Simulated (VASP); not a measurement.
Here is a VASP 6.6.1 calculation.

INCAR

```
SYSTEM = Al12C
PREC = Accurate
ENCUT = 520
EDIFF = 1E-6
ISMEAR = 0
SIGMA = 0.1
LREAL = .FALSE.
LASPH = .TRUE.
NELM = 60
ALGO = Normal
ISIF = 2
LWAVE = .FALSE.
LCHARG = .FALSE.
LDIPOL = .TRUE.
IDIPOL = 3
DIPOL = 0.5 0.5 0.323
GGA = PE
NBANDS = 32
```

The input KPOINTS:

```
regular mesh
0
G
  5 5 1
  0 0 0
```

File POSCAR:

```
Al12C
1.0
    5.7143028096      0.0000000000      0.0000000000
    0.0000000000      5.7143028096      0.0000000000
    0.0000000000      0.0000000000     19.6750228481
Al C
12 1
Direct
    0.2500000000      0.2500000000      0.2033034488
    0.2500000000      0.7500000000      0.2033034488
    0.7500000000      0.2500000000      0.2033034488
    0.7500000000      0.7500000000      0.2033034488
    0.0000000000      0.0000000000      0.3092772432
    0.0000000000      0.5000000000      0.3092772432
    0.5000000000      0.0000000000      0.3092772432
    0.5000000000      0.5000000000      0.3092772432
    0.2500000000      0.2500000000      0.4155025847
    0.2500000000      0.7500000000      0.4155025847
    0.7500000000      0.2500000000      0.4155025847
    0.7500000000      0.7500000000      0.4155025847
    0.2500000000      0.5000000000      0.4803102260
```

Potentials or basis: VASP PAW PBE potentials, release 64 (Al, C).

The run is started by

```bash
$ cat potpaw_PBE.64/Al/POTCAR potpaw_PBE.64/C/POTCAR > POTCAR
$ mpirun -np 1 vasp_std > vasp.out
```

Estimate the largest force.

0.637 eV/Å.

Predict the band gap on the k mesh.

zero (band 20 reaches -0.38 eV, above the bottom of band 21 at -1.11 eV).

Forces in eV/Å, atoms in the order of the input:
```
Al   0.000 -0.108  0.076
Al   0.000  0.108  0.076
Al   0.000  0.110 -0.111
Al   0.000 -0.110 -0.111
Al  -0.118  0.000  0.125
Al  -0.207  0.000 -0.093
Al   0.118  0.000  0.125
Al   0.207  0.000 -0.093
Al   0.000 -0.637  0.003
Al   0.000  0.637  0.003
Al   0.000 -0.126 -0.014
Al   0.000  0.126 -0.014
C    0.000  0.000  0.027
```
